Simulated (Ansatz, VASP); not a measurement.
**One calculation of Al3BSb2, two programs**

```
Al B Sb
1.0
     4.15878    0.00096   -0.00192
    -0.00524   -0.15186   -6.86011
    -2.08105   10.04097    0.20308
Al B Sb
6 2 4
Cartesian
  2.0748 8.5606 -4.9692
  2.0757 8.6392 -1.4276
  -0.0050 1.2537 -5.1186
  -0.0006 1.3266 -1.8024
  2.0768 -0.7258 -3.4153
  2.0741 0.5001 -6.8767
  -0.0027 -0.0651 -3.4305
  -0.0051 -0.1631 -6.8596
  -0.0040 6.7888 -4.6065
  -0.0033 6.8528 -1.7128
  2.0738 3.0251 -5.4804
  2.0786 3.1128 -1.5184
```

Change from the starting cell: cell x2, atoms moved at random (sigma 0.1 Å) and cell strained at random (1.5 %), then relaxed without symmetry.

Alike in both runs: functional PBE; k mesh 6 × 4 × 6; occupations gaussian, width 0.2 eV; no spin polarisation.

Ansatz relaxed the structure, and its values are those at the end. VASP's run is a single point on that final structure, the one shown.

```csv
,VASP,Ansatz
version,VASP 6.6.1,Ansatz 0.2.0
potentials or method,"VASP PAW PBE potentials, release 64 (Al, B, Sb), cutoff 520 eV","scalar-relativistic, plane waves, PAW"
valence electrons in the cell,44,84
```

```csv
,VASP,Ansatz,Ansatz less VASP
gap on the k mesh at the Fermi level (eV),none,none,-
pressure (GPa),0.1,0.0,-0.10
rms of the force components (eV/Å),0.021,0.005,-0.0163
```

A gap of «none» marks a metal or a gap that the smearing closes. VASP's potentials hold 44 valence electrons a cell and Ansatz's 84, so a difference there can come from the potentials and not from the codes.

Neither program's run includes spin-orbit coupling.
